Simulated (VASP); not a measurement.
Input of a VASP 6.6.1 run:

Contents of INCAR:

```
SYSTEM = BaTiO3
ALGO = Normal ; EDIFF = 1E-6
ENCUT = 520 ; GGA = PE
ISIF = 2 ; ISMEAR = -1
LASPH = .True. ; LCHARG = .False.
LREAL = .False. ; LWAVE = .False.
NBANDS = 28 ; NELM = 100
PREC = Accurate ; SIGMA = 0.05
```

KPOINTS

```
k-points
0
Gamma
  7 7 7
  0 0 0
```

POSCAR

```
BaTiO3
1.0
    3.9041404363      0.0000000000      0.0000000000
    0.0000000000      2.7789878318      2.7870694172
    0.0000000000     -2.7789878318      2.7870694172
Ba Ti O
1 1 3
Direct
    0.0000000000      0.0000000000      0.0000000000
    0.5000000000      0.5124000000      0.5124000000
    0.5000000000      0.9918400000      0.5052400000
    0.5000000000      0.5052400000      0.9918400000
    0.0000000000      0.4874000000      0.4874000000
```

Potentials or basis: VASP PAW PBE potentials, release 64 (Ba_sv, Ti_sv, O).

Run with:

```sh
$ cat potpaw_PBE.64/Ba_sv/POTCAR potpaw_PBE.64/Ti_sv/POTCAR potpaw_PBE.64/O/POTCAR > POTCAR
$ mpirun -np 1 vasp_std > vasp.out
```

**Question.** Predict the pressure.

**Answer.** 16.7 GPa.

**Question.** Estimate the largest force.

**Answer.** 0.279 eV/Å.

**Question.** Predict the band gap on the k mesh.

**Answer.** 2.05 eV, indirect (least direct gap 2.12 eV).

Forces in eV/Å, atoms in the order of the input:
```
Ba   0.000  0.000  0.165
Ti   0.000  0.000 -0.191
O    0.000  0.267 -0.079
O    0.000 -0.267 -0.079
O    0.000  0.000  0.185
```

Caveat: spin-orbit coupling is left out, which moves the levels of the heavy elements. A k mesh can miss the band edges.
